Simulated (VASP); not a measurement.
Pt, 2 atoms in the cell. The structure is orthorhombic, space group Cmcm (No. 63). The conventional cell has a = 2.871 Å, b = 4.590 Å, c = 4.792 Å, α = 90.00°, β = 90.00°, γ = 90.00°. Within 3.6 Å of Pt (site symmetry m2m) lie 12 Pt at 2.71 to 2.90 Å.  This cell differs from its parent crystal: strain +0.0400 x Voigt [1, -1, 0, 0, 0, 0].

- Program: VASP 6.6.1
- Task: single point
- Functional: LDA
- Potentials or basis: VASP PAW LDA potentials, release 64 (Pt)
- Cutoff: 520 eV
- k mesh: 21 × 21 × 10
- Occupations: gaussian, width 0.15 eV
- Spin: no spin polarisation
- Dipole correction: no
- Further INCAR settings: ALGO = Fast; EDIFF = 1e-06; NBANDS = 17

Potentials or basis: VASP PAW LDA potentials, release 64 (Pt).

The run is started by

```sh
$ cat potpaw_LDA.64/Pt/POTCAR > POTCAR
$ mpirun -np 1 vasp_std > vasp.out
```

Hardware: 1 thread of AMD EPYC 9R45 (Zen 5), on a shared host.

Problem. Estimate the wall time of this run.

Solution. Wall time 2.9 min on 1 thread of AMD EPYC 9R45 (Zen 5), with other jobs on the host, peak memory 0.37 GiB. Counts: scf iterations 13, k points 726.
